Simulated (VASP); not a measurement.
# BaZnPF (P4/nmm) in VASP: further runs, part 2 of 2

VASP 6.6.1. Earlier steps stand in the parts before.

## 3. Single point, PBE (20.09 Å³/atom)

This run uses another cell than the first one, of 20.09 Å³/atom.

Input file INCAR:

```
SYSTEM = BaZnPF
ALGO = Normal
EDIFF = 1E-6
ENCUT = 520
GGA = PE
ISIF = 2
ISMEAR = 0
LASPH = .TRUE.
LCHARG = .FALSE.
LREAL = .FALSE.
LWAVE = .FALSE.
NBANDS = 44
NELM = 100
PREC = Accurate
SIGMA = 0.01
```

Input file KPOINTS:

```
k-points
0
G
  6 6 2
  0 0 0
```

Input file POSCAR:

```
BaZnPF
1.0
    4.1293640109      0.0000000000      0.0000000000
    0.0000000000      4.1293640109      0.0000000000
    0.0000000000      0.0000000000      9.4268716595
Ba Zn P F
2 2 2 2
Direct
    0.5000000000      0.0000000000      0.3309021137
    0.0000000000      0.5000000000      0.6690978863
    0.5000000000      0.5000000000      0.0000000000
    0.0000000000      0.0000000000      0.0000000000
    0.0000000000      0.5000000000      0.1484729584
    0.5000000000      0.0000000000      0.8515270416
    0.5000000000      0.5000000000      0.5000000000
    0.0000000000      0.0000000000      0.5000000000
```

Potentials or basis: VASP PAW PBE potentials, release 64 (Ba_sv, Zn, P, F).

Run with:

```bash
> cat potpaw_PBE.64/Ba_sv/POTCAR potpaw_PBE.64/Zn/POTCAR potpaw_PBE.64/P/POTCAR potpaw_PBE.64/F/POTCAR > POTCAR
> mpirun -np 1 vasp_std > vasp.out
```

OUTCAR:

```text
SYSTEM = BaZnPF
   EDIFF = 1E-6
   ENCUT = 520
   GGA = PE
   ISIF = 2
   ISMEAR = 0
   LASPH = .TRUE.
   LREAL = .FALSE.
   NELM = 100
   PREC = Accurate

 ion  position               nearest neighbor table
   1  0.500  0.000  0.331-   7 2.61   8 2.61   7 2.61   8 2.61   5 3.39   5 3.39   5 3.39   5 3.39
                             4 3.74   3 3.74   4 3.74   3 3.74   2 4.32   2 4.32   2 4.32   2 4.32
   2  0.000  0.500  0.669-   7 2.61   8 2.61   8 2.61   7 2.61   6 3.39   6 3.39   6 3.39   6 3.39
                             3 3.74   4 3.74   4 3.74   3 3.74   1 4.32   1 4.32   1 4.32   1 4.32
   3  0.500  0.500  0.000-   5 2.49   6 2.49   6 2.49   5 2.49   4 2.92   4 2.92   4 2.92   4 2.92
                             2 3.74   1 3.74   2 3.74   1 3.74
   4  0.000  0.000  0.000-   5 2.49   6 2.49   5 2.49   6 2.49   3 2.92   3 2.92   3 2.92   3 2.92
                             1 3.74   2 3.74   2 3.74   1 3.74
   5  0.000  0.500  0.148-   3 2.49   4 2.49   4 2.49   3 2.49   1 3.39   1 3.39   1 3.39   1 3.39

   6  0.500  0.000  0.852-   3 2.49   4 2.49   3 2.49   4 2.49   2 3.39   2 3.39   2 3.39   2 3.39

   7  0.500  0.500  0.500-   1 2.61   2 2.61   1 2.61   2 2.61
   8  0.000  0.000  0.500-   1 2.61   2 2.61   2 2.61   1 2.61

  LATTYP: Found a simple tetragonal cell.
 ALAT       =     4.1293640109
 C/A-ratio  =     2.2828870583

  Lattice vectors:

 A1 = (   4.1293640109,   0.0000000000,   0.0000000000)
 A2 = (   0.0000000000,   4.1293640109,   0.0000000000)
 A3 = (   0.0000000000,   0.0000000000,   9.4268716595)

Analysis of symmetry for initial positions (statically):
=====================================================================
 Subroutine PRICEL returns:
 Original cell was already a primitive cell.

 Routine SETGRP: Setting up the symmetry group for a
 simple tetragonal supercell.

 Subroutine GETGRP returns: Found 16 space group operations
 (whereof  8 operations were pure point group operations)
 out of a pool of 16 trial point group operations.

The static configuration has the point symmetry D_2d.
 The point group associated with its full space group is D_4h.

Analysis of symmetry for dynamics (positions and initial velocities):
=====================================================================
 Subroutine PRICEL returns:
 Original cell was already a primitive cell.

 Routine SETGRP: Setting up the symmetry group for a
 simple tetragonal supercell.

 Subroutine GETGRP returns: Found 16 space group operations
 (whereof  8 operations were pure point group operations)
 out of a pool of 16 trial point group operations.

The dynamic configuration has the point symmetry D_2d.
 The point group associated with its full space group is D_4h.

 Subroutine INISYM returns: Found 16 space group operations
 (whereof  8 operations are pure point group operations),
 and found     1 'primitive' translations

----------------------------------------------------------------------------------------

                                     Primitive cell

  volume of cell :     160.7437

  direct lattice vectors                    reciprocal lattice vectors
     4.129364011  0.000000000  0.000000000     0.242168043  0.000000000  0.000000000
     0.000000000  4.129364011  0.000000000     0.000000000  0.242168043  0.000000000
     0.000000000  0.000000000  9.426871659     0.000000000  0.000000000  0.106079730

  length of vectors
[... 48 lines left out ...]

 Following reciprocal coordinates:
            Coordinates               Weight
  0.000000  0.000000  0.000000      1.000000
  0.166667  0.000000  0.000000      4.000000
  0.333333  0.000000  0.000000      4.000000
  0.500000  0.000000  0.000000      2.000000
  0.166667  0.166667  0.000000      4.000000
  0.333333  0.166667  0.000000      8.000000
[... 12 lines left out ...]
  0.500000  0.333333  0.500000      4.000000
  0.500000  0.500000  0.500000      1.000000
   k-points           NKPTS =     20   k-points in BZ     NKDIM =     20   number of bands    NBANDS=     44
   number of dos      NEDOS =    301   number of ions     NIONS =      8
   total plane-waves  NPLWV =  71680
   dimension x,y,z NGX =    32 NGY =   32 NGZ =   70
   dimension x,y,z NGXF=    64 NGYF=   64 NGZF=  140
   ions per type =               2   2   2   2
   NGX,Y,Z   is equivalent  to a cutoff of  12.88, 12.88, 12.34 a.u.
   NGXF,Y,Z  is equivalent  to a cutoff of  25.77, 25.77, 24.69 a.u.
 SYSTEM =  BaZnPF
   PREC   = accura    normal or accurate (medium, high low for compatibility)
   ISTART =      0    job   : 0-new  1-cont  2-samecut
   ICHARG =      2    charge: 1-file 2-atom 10-const
   ISPIN  =      1    spin polarized calculation?
   LNONCOLLINEAR =      F non collinear calculations
   LSORBIT =      F    spin-orbit coupling
   LASPH  =      T    aspherical Exc in radial PAW
   ENCUT  =  520.0 eV  38.22 Ry    6.18 a.u.   7.68  7.68 17.53*2*pi/ulx,y,z
   NELM   =    100;   NELMIN=  2; NELMDL= -5     # of ELM steps
   EDIFF  = 0.1E-05   stopping-criterion for ELM
   LREAL  =      F    real-space projection
[... 7 lines left out ...]
   TEBEG  =    0.0;   TEEND  =   0.0 temperature during run
   PSTRESS=    0.0 pullay stress
   NELECT =      68.0000    total number of electrons
   NUPDOWN=      -1.0000    fix difference up-down
   EMIN   =  10.00;   EMAX   =-10.00  energy-range for DOS
   EFERMI =   0.00;   METHOD = LEGACY
   ISMEAR =     0;   SIGMA  =   0.01  broadening in eV -4-tet -1-fermi 0-gaus
   EFERMI_NEDOS =   21; number of points for ismear=-14 and -15
   IALGO  =     38    algorithm
   IMIX   =      4    mixing-type and parameters
     AMIX     =   0.40;   BMIX     =  1.00
     AMIX_MAG =   1.60;   BMIX_MAG =  1.00
  volume/ion in A,a.u.               =      20.09       135.59
  Fermi-wavevector in a.u.,A,eV,Ry     =   1.228947  2.322373 20.549025  1.510311
  Thomas-Fermi vector in A             =   2.363853
   LORBIT       =      0    0 simple, 1 ext, 2 COOP (PROOUT), +10 PAW based schemes
   GGA     = PE    functional components
   LHFCALC =     F    Hartree Fock is set to
   AEXX    =    0.0000 exact exchange contribution
   IVDW    =     0    specifies the selected vdW correction
   LEPSILON=     F    determine dielectric tensor
   LRPA    =     F    only Hartree local field effects (RPA)
 non-spin polarized calculation
 Gauss-broadening in eV      SIGMA  =   0.01
  energy-cutoff  :      520.00
  volume of cell :      160.74
 maximum number of plane-waves:      4360
 NGX is ok and might be reduce to    32
   NGX = 15   NGY = 15   NGZ = 35

 number of electron      67.9999994 magnetization

 Free energy of the ion-electron system (eV)
  ---------------------------------------------------
  ext. energy  EPLUGINS =         0.00000000
  ---------------------------------------------------
  free energy    TOTEN  =       -35.34261745 eV

  energy without entropy =      -35.34261745  energy(sigma->0) =      -35.34261745

 E-fermi :   3.4309     XC(G=0):  -9.7997

 val. band max:        3.3729051079   @ k =   0.0000   0.0000   0.0000
 cond. band min:       3.8148061181   @ k =   0.0000   0.0000   0.0000
 fundamental gap:      0.4419010102
 Fermi energy:         3.4308568051

 k-point     1 :       0.0000    0.0000    0.0000
  band No.  band energies     occupation
      1     -24.0308      2.00000
      2     -23.8112      2.00000
      3     -20.1829      2.00000
      4     -20.0552      2.00000
      5      -9.1766      2.00000
      6      -9.1665      2.00000
[... 929 lines left out ...]
     43      10.8606      0.00000
     44      10.8670      0.00000

------------------------ aborting loop because EDIFF is reached ----------------------------------------

  FORCE on cell =-STRESS in cart. coord.  units (eV):
  Direction    XX          YY          ZZ          XY          YZ          ZX
  --------------------------------------------------------------------------------------
  -------------------------------------------------------------------------------------
  Total        2.9173025      2.9173025      2.9201259      0.0000000     -0.0000000      0.0000000
  in kB       29.0775705     29.0775705     29.1057116      0.0000000     -0.0000000      0.0000000
  external PRESSURE =      29.0869509 kB  Pullay stress =       0.0000000 kB

 VOLUME and BASIS-vectors are now :
 -----------------------------------------------------------------------------
  energy-cutoff  :      520.00
  volume of cell :      160.74
      direct lattice vectors                 reciprocal lattice vectors
     4.129364011  0.000000000  0.000000000     0.242168043  0.000000000  0.000000000
     0.000000000  4.129364011  0.000000000     0.000000000  0.242168043  0.000000000
     0.000000000  0.000000000  9.426871659     0.000000000  0.000000000  0.106079730

 POSITION                                       TOTAL-FORCE (eV/Angst)
 -----------------------------------------------------------------------------------
      2.06468      0.00000      3.11937         0.000000      0.000000     -0.297289
      0.00000      2.06468      6.30750         0.000000     -0.000000      0.297289
      2.06468      2.06468      0.00000        -0.000000      0.000000      0.000000
      0.00000      0.00000      0.00000         0.000000     -0.000000      0.000000
      0.00000      2.06468      1.39964         0.000000     -0.000000      0.127846
      2.06468      0.00000      8.02724         0.000000      0.000000     -0.127846
      2.06468      2.06468      4.71344         0.000000     -0.000000      0.000000
      0.00000      0.00000      4.71344         0.000000      0.000000      0.000000
 -----------------------------------------------------------------------------------
    total drift:                                0.000000     -0.000000     -0.000000

  FREE ENERGIE OF THE ION-ELECTRON SYSTEM (eV)
  ---------------------------------------------------
  free  energy   TOTEN  =       -35.3426174492 eV

  energy  without entropy=      -35.3426174492  energy(sigma->0) =      -35.34261745
```

Wall time 2.3 min (1 thread of Oxide Virtual Turin-like, shared host); peak memory 0.3 GiB.

Results:

```yaml
Free_energy: -35.3426 eV
Pressure: 2.9 GPa
Largest_force: 0.297 eV/Å
Band_gap_on_the_k_mesh: 0.44 eV
```

Forces on the atoms (eV/Å):
```
Ba   0.000  0.000 -0.297
Ba   0.000  0.000  0.297
Zn   0.000  0.000  0.000
Zn   0.000  0.000  0.000
P    0.000  0.000  0.128
P    0.000  0.000 -0.128
F    0.000  0.000  0.000
F    0.000  0.000  0.000
```

Caveat: semilocal functionals underestimate gaps, and a narrow one can read as zero; spin-orbit coupling is left out, which moves the levels of the heavy elements. A k mesh can miss the band edges.

## 4. Single point, PBE

This run uses another cell than the first one, of 20.71 Å³/atom.

Input file INCAR:

```
SYSTEM = BaZnPF
  PREC = Accurate
  ENCUT = 520
  EDIFF = 1E-6
  ISMEAR = 0
  SIGMA = 0.01
  LREAL = .FALSE.
  LASPH = .TRUE.
  NELM = 80
  ALGO = Normal
  ISIF = 2
  LWAVE = .FALSE.
  LCHARG = .FALSE.
  GGA = PE
  NBANDS = 44
```

Input file KPOINTS:

```
regular mesh
0
G
  6 6 2
  0 0 0
```

Changes to POSCAR since step 3:

```diff
@@ -2,5 +2,5 @@
 1.0
-    4.1293640109      0.0000000000      0.0000000000
-    0.0000000000      4.1293640109      0.0000000000
-    0.0000000000      0.0000000000      9.4268716595
+    4.1715032888      0.0000000000      0.0000000000
+    0.0000000000      4.1715032888      0.0000000000
+    0.0000000000      0.0000000000      9.5230708717
 Ba Zn P F
```

Run with:

```bash
> cat potpaw_PBE.64/Ba_sv/POTCAR potpaw_PBE.64/Zn/POTCAR potpaw_PBE.64/P/POTCAR potpaw_PBE.64/F/POTCAR > POTCAR
> mpirun -np 1 vasp_std > vasp.out
```

Run time: 1.8 min. Hardware: 1 thread of Oxide Virtual Turin-like, shared host; peak memory 0.31 GiB.

The run converged. Its results:

```
Free energy            : -35.4020 eV
Pressure               : 0.8 GPa
Largest force          : 0.137 eV/Å
Band gap on the k mesh : 0.45 eV
```

Forces in eV/Å, atoms in the order of the input:
```
Ba   0.000  0.000 -0.137
Ba   0.000  0.000  0.137
Zn   0.000  0.000  0.000
Zn   0.000  0.000  0.000
P    0.000  0.000 -0.022
P    0.000  0.000  0.022
F    0.000  0.000  0.000
F    0.000  0.000  0.000
```

Levels at points of the mesh, in eV from the valence-band top:
```tsv
k point	band 31	band 32	band 33	band 34	band 35	band 36	band 37	band 38
(0.00, 0.00, 0.00)	-2.15	-0.53	0.00	0.00	0.45	1.62	2.37	2.40
(0.50, 0.00, 0.00)	-0.98	-0.98	-0.90	-0.90	2.02	2.02	3.02	3.02
(0.50, 0.50, 0.00)	-2.43	-2.43	-2.32	-2.32	2.56	2.56	3.16	3.16
(0.00, 0.00, 0.50)	-2.16	-0.79	0.00	0.00	0.56	1.76	1.88	2.94
(0.50, 0.00, 0.50)	-0.96	-0.96	-0.89	-0.89	2.12	2.12	2.96	2.96
(0.50, 0.50, 0.50)	-2.37	-2.37	-2.37	-2.37	2.68	2.68	3.24	3.24
```

Caveat: semilocal functionals underestimate gaps, and a narrow one can read as zero; spin-orbit coupling is left out, which moves the levels of the heavy elements. A k mesh can miss the band edges.

## 5. Single point, PBE (21.34 Å³/atom)

This run uses another cell than the first one, of 21.34 Å³/atom.

Input file INCAR:

```
  PREC = Accurate
  ENCUT = 520
  EDIFF = 1E-6
  ISMEAR = 0
  SIGMA = 0.01
  LREAL = F
  LASPH = T
  NELM = 100
  ALGO = Normal
  ISIF = 2
  LWAVE = F
  LCHARG = F
  GGA = PE
  NBANDS = 44
```

Input file KPOINTS:

```
Automatic mesh
0
Gamma
  6 6 2
```

Changes to POSCAR since step 4:

```diff
@@ -2,5 +2,5 @@
 1.0
-    4.1715032888      0.0000000000      0.0000000000
-    0.0000000000      4.1715032888      0.0000000000
-    0.0000000000      0.0000000000      9.5230708717
+    4.2128079878      0.0000000000      0.0000000000
+    0.0000000000      4.2128079878      0.0000000000
+    0.0000000000      0.0000000000      9.6173648345
 Ba Zn P F
```

Run with:

```bash
> cat potpaw_PBE.64/Ba_sv/POTCAR potpaw_PBE.64/Zn/POTCAR potpaw_PBE.64/P/POTCAR potpaw_PBE.64/F/POTCAR > POTCAR
> mpirun -np 1 vasp_std > vasp.out
```

Wall time 2.8 min (1 thread of Oxide Virtual Turin-like, shared host); peak memory 0.31 GiB.

Results (log left out):

* Free energy: -35.4003 eV
* Pressure: -1.0 GPa
* Largest force: 0.155 eV/Å
* Band gap on the k mesh: 0.44 eV

Forces in eV/Å, atoms in the order of the input:
```
Ba   0.000  0.000  0.004
Ba   0.000  0.000 -0.004
Zn   0.000  0.000  0.000
Zn   0.000  0.000  0.000
P    0.000  0.000 -0.155
P    0.000  0.000  0.155
F    0.000  0.000  0.000
F    0.000  0.000  0.000
```

Stress tensor (GPa, compression positive):
```
-1.06  0.00  0.00
 0.00 -1.06  0.00
 0.00  0.00 -0.96
```

Levels at points of the mesh, in eV from the valence-band top:
```csv
k point,band 30,band 31,band 32,band 33,band 34,band 35,band 36,band 37,band 38,band 39
"(0.00, 0.00, 0.00)",-2.07,-2.07,-0.51,0.00,0.00,0.44,1.65,2.22,2.44,3.55
"(0.50, 0.00, 0.00)",-4.22,-0.94,-0.94,-0.85,-0.85,1.97,1.97,3.02,3.02,3.88
"(0.50, 0.50, 0.00)",-4.27,-2.32,-2.32,-2.24,-2.24,2.53,2.53,3.10,3.10,5.24
"(0.00, 0.00, 0.50)",-2.07,-2.07,-0.77,0.00,0.00,0.55,1.77,1.93,2.78,3.71
"(0.50, 0.00, 0.50)",-4.15,-0.93,-0.93,-0.84,-0.84,2.07,2.07,2.96,2.96,3.80
"(0.50, 0.50, 0.50)",-4.27,-2.28,-2.28,-2.27,-2.27,2.66,2.66,3.18,3.18,4.68
```

Caveat: semilocal functionals underestimate gaps, and a narrow one can read as zero; spin-orbit coupling is left out, which moves the levels of the heavy elements.

## 6. Single point, PBE (21.96 Å³/atom)

This run uses another cell than the first one, of 21.96 Å³/atom.

Changes to INCAR since step 5:

```diff
@@ -2,3 +2,3 @@
   ENCUT = 520
-  EDIFF = 1E-6
+  EDIFF = 1E-7
   ISMEAR = 0
@@ -7,3 +7,3 @@
   LASPH = T
-  NELM = 100
+  NELM = 60
   ALGO = Normal
```

KPOINTS is that of step 5.

Changes to POSCAR since step 5:

```diff
@@ -2,5 +2,5 @@
 1.0
-    4.2128079878      0.0000000000      0.0000000000
-    0.0000000000      4.2128079878      0.0000000000
-    0.0000000000      0.0000000000      9.6173648345
+    4.2533182420      0.0000000000      0.0000000000
+    0.0000000000      4.2533182420      0.0000000000
+    0.0000000000      0.0000000000      9.7098451696
 Ba Zn P F
```

Potentials or basis: VASP PAW PBE potentials, release 64 (Ba_sv, Zn, P, F).

Run with:

```bash
> cat potpaw_PBE.64/Ba_sv/POTCAR potpaw_PBE.64/Zn/POTCAR potpaw_PBE.64/P/POTCAR potpaw_PBE.64/F/POTCAR > POTCAR
> mpirun -np 1 vasp_std > vasp.out
```

Run time: 2.1 min. Hardware: 1 thread of Oxide Virtual Turin-like, shared host; peak memory 0.32 GiB.

It converged, with:

| Item | Value |
| --- | --- |
| Free energy | -35.3468 eV |
| Pressure | -2.6 GPa |
| Largest force | 0.273 eV/Å |
| Band gap on the k mesh | 0.44 eV |

Forces on the atoms (eV/Å):
```
Ba   0.000  0.000  0.128
Ba   0.000  0.000 -0.128
Zn   0.000  0.000  0.000
Zn   0.000  0.000  0.000
P    0.000  0.000 -0.273
P    0.000  0.000  0.273
F    0.000  0.000  0.000
F    0.000  0.000  0.000
```

Stress tensor (GPa, compression positive):
```
-2.60  0.00  0.00
 0.00 -2.60  0.00
 0.00  0.00 -2.46
```

Levels at points of the mesh, in eV from the valence-band top:
```csv
k point,band 32,band 33,band 34,band 35,band 36,band 37
"(0.00, 0.00, 0.00)",-0.49,0.00,0.00,0.44,1.66,2.08
"(0.50, 0.00, 0.00)",-0.91,-0.81,-0.81,1.92,1.92,3.03
"(0.50, 0.50, 0.00)",-2.23,-2.17,-2.17,2.51,2.51,3.05
"(0.00, 0.00, 0.50)",-0.74,0.00,0.00,0.53,1.79,1.97
"(0.50, 0.00, 0.50)",-0.89,-0.81,-0.81,2.01,2.01,2.96
"(0.50, 0.50, 0.50)",-2.21,-2.18,-2.18,2.64,2.64,3.12
```

Caveat: semilocal functionals underestimate gaps, and a narrow one can read as zero; spin-orbit coupling is left out, which moves the levels of the heavy elements.

## 7. The runs side by side

| cell | gap on the mesh (eV) | pressure (GPa) | largest force (eV/Å) |
| --- | --- | --- | --- |
| a = 4.086, b = 4.086, c = 9.329 Å, 8 atoms | 0.43 | 5.4 | 0.48 |
| a = 4.129, b = 4.129, c = 9.427 Å, 8 atoms | 0.44 | 2.9 | 0.30 |
| a = 4.172, b = 4.172, c = 9.523 Å, 8 atoms | 0.45 | 0.8 | 0.14 |
| a = 4.213, b = 4.213, c = 9.617 Å, 8 atoms | 0.44 | -1.0 | 0.16 |
| a = 4.253, b = 4.253, c = 9.710 Å, 8 atoms | 0.44 | -2.6 | 0.27 |

Alike in all rows: task single point; level PBE; potentials or basis VASP PAW PBE potentials, release 64 (Ba_sv, Zn, P, F); no spin polarisation; k mesh 6 × 6 × 2; cutoff (eV) 520; smearing gaussian 0.01 eV.

Caveats: semilocal functionals underestimate gaps, and a narrow one can read as zero; spin-orbit coupling is left out, which moves the levels of the heavy elements; the cell stands under pressure (at least some runs).

Absolute energies hang on the potentials; compare differences alone.
